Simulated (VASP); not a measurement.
A run of VASP 6.6.1:

The input INCAR:

```
SYSTEM = Sc
PREC     = Accurate       ! precision mode
ENCUT    = 520            ! plane-wave cutoff, eV
EDIFF    = 1E-6           ! SCF threshold, eV
ISMEAR   = -1             ! smearing method
SIGMA    = 0.1            ! smearing width, eV
LREAL    = .FALSE.        ! projectors in reciprocal space
LASPH    = .TRUE.         ! aspherical terms in the spheres
NELM     = 80             ! most SCF steps
ALGO     = Normal         ! electronic algorithm
ISIF     = 2              ! what is computed and relaxed
LWAVE    = .FALSE.        ! write WAVECAR
LCHARG   = .FALSE.        ! write CHGCAR
GGA      = PE             ! functional
NBANDS   = 12             ! bands
```

The input KPOINTS:

```
regular mesh
0
G
  12 12 12
  0 0 0
```

File POSCAR:

```
Sc
1.0
    2.8919916055      0.0000000000      0.0000000000
    0.0000000000      2.8919916055      0.0000000000
    0.0000000000      0.0000000000      2.8919916055
Sc
1
Direct
    0.0000000000      0.0000000000      0.0000000000
```

Potentials or basis: VASP PAW PBE potentials, release 64 (Sc_sv).

Command:

```bash
$ cat potpaw_PBE.64/Sc_sv/POTCAR > POTCAR
$ mpirun -np 1 vasp_std > vasp.out
```

Hardware: 1 thread of Intel Xeon 8259CL, with other jobs on the host.

Q: How long does it take, and how much memory?

A: Run time: 26 s on 1 thread of Intel Xeon 8259CL, on a shared host, peak memory 0.15 GiB. Counts: scf iterations 11, k points 84.
